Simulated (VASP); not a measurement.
Crystal: PbO2.

```xyz
6
Lattice="-2.0349 2.0349 5.7032 2.0349 -2.0349 5.7032 2.0349 2.0349 -5.7032" Properties=species:S:1:pos:R:3 pbc="T T T"
Pb    0.0000    0.0000    0.0000
Pb    0.0000    2.0349    2.8516
O     0.0000    0.0000    9.1551
O     0.0000    2.0349    5.1030
O     0.0000    2.0349    0.6003
O     0.0000    0.0000    2.2514
```

The cell was generated, and may not be a known phase.

- Program: VASP 6.6.1
- Task: relaxation of cell and atoms
- Functional: PBE
- Potentials or basis: VASP PAW PBE potentials, release 64 (Pb_d, O)
- Cutoff: 600 eV
- k mesh: 6 × 6 × 6
- Occupations: gaussian, width 0.1 eV
- Spin: no spin polarisation

At the start: pressure 8.0 GPa; volume 15.74 Å³/atom.

**Question.** Where does the relaxation end?

**Answer.** Over 12 steps the energy falls by 37.8 meV/atom and the volume is 16.85 Å³/atom (+7.0 %); space group I4_1/amd (No. 141, to 0.1 Å) before and after.

The path:
| step | energy change (eV) | largest force (eV/Å) | pressure (GPa) | volume (Å³) |
| --- | --- | --- | --- | --- |
| 1 | 0.0000 | 0.0977 | 7.97 | 94.46 |
| 2 | -0.1218 | 0.1565 | -4.12 | 105.56 |
| 3 | -0.1720 | 0.1236 | -0.49 | 101.34 |
| 4 | -0.1942 | 0.0443 | -0.11 | 101.18 |
| 5 | -0.1999 | 0.1830 | 0.32 | 101.05 |
| 6 | -0.2077 | 0.1512 | -0.18 | 101.53 |
| 7 | -0.2144 | 0.0837 | -1.21 | 102.52 |
| 8 | -0.2187 | 0.0810 | -0.92 | 102.21 |
| 9 | -0.2246 | 0.0818 | -0.25 | 101.47 |
| 10 | -0.2252 | 0.0842 | 0.09 | 101.13 |
| 11 | -0.2262 | 0.0471 | -0.01 | 101.12 |
| 12 | -0.2266 | 0.0010 | -0.14 | 101.10 |

Final structure:
```
CELL_PARAMETERS angstrom
-2.15230 2.15230 5.45600
2.15230 -2.15230 5.45600
2.15230 2.15230 -5.45600
ATOMIC_POSITIONS crystal
Pb 0.00000 0.00000 0.00000
Pb 0.75000 0.25000 0.50000
O 0.79883 0.79883 0.00000
O 0.95117 0.45117 0.50000
O 0.54883 0.04883 0.50000
O 0.20117 0.20117 0.00000
```
